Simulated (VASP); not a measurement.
Write the native input for VASP 6.6.1 that does the following.

```yaml
Task: relaxation of cell and atoms
Functional: PBE
Dispersion: D4
Potentials_or_basis: VASP PAW PBE potentials, release 64 (Sb)
Cutoff: 600 eV
k_mesh: 6 × 6 × 6
Occupations: fermi-dirac, width 0.02 eV
Spin: no spin polarisation
Dipole_correction: no
Further_INCAR_settings: ALGO = Normal; EDIFF = 1e-06; IBRION = 2; EDIFFG = -0.005; NSW = 80; ISIF = 3
```

The structure of Sb lies in POSCAR:

```
Sb
1.0
    2.1604782743      1.2473527133      3.7208431444
   -2.1604782743      1.2473527133      3.7208431444
    0.0000000000     -2.4947054265      3.7208431444
Sb
2
Direct
    0.2344242706      0.2344242706      0.2344242706
    0.7655757294      0.7655757294      0.7655757294
```

These files were run (other wordings do the same):

INCAR

```
SYSTEM = Sb
PREC = Accurate
ENCUT = 600
EDIFF = 1E-6
ISMEAR = -1
SIGMA = 0.02
LREAL = .FALSE.
LASPH = .TRUE.
NELM = 80
ALGO = Normal
ISIF = 3
LWAVE = .FALSE.
LCHARG = .FALSE.
GGA = PE
IVDW = 13
IBRION = 2
NSW = 80
EDIFFG = -0.005
```

KPOINTS

```
Automatic mesh
0
G
  6 6 6
  0 0 0
```

Potentials or basis: VASP PAW PBE potentials, release 64 (Sb).

The run is started by

```console
$ cat potpaw_PBE.64/Sb/POTCAR > POTCAR
$ mpirun -np 1 vasp_std > vasp.out
```

Results of the run:

```json
{
 "Relaxed volume": "29.98 Å³/atom",
 "Relaxed cell": "a = 4.469 Å, b = 4.469 Å, c = 4.469 Å, α = 57.82°, β = 57.82°, γ = 57.82°",
 "Space group after relaxing (to 0.05 Å)": "R-3m (No. 166)",
 "Energy gained by relaxing": "0.1 meV/atom",
 "Ionic steps": "8",
 "Pressure after relaxing": "0.0 GPa",
 "Largest force after relaxing": "0.003 eV/Å",
 "Band gap on the k mesh": "zero (band 5 reaches 7.43 eV, above the bottom of band 6 at 7.18 eV)",
 "Dispersion energy per atom": "-0.514 eV"
}
```

Caveat: spin-orbit coupling is left out, which moves the levels of the heavy elements; pairwise dispersion overbinds metals, which lowers pressure and volume.

Wall time 77 s on 1 thread of Intel(R) Xeon(R) Platinum 8488C (Sapphire Rapids), with other jobs on the host, peak memory 0.2 GiB.
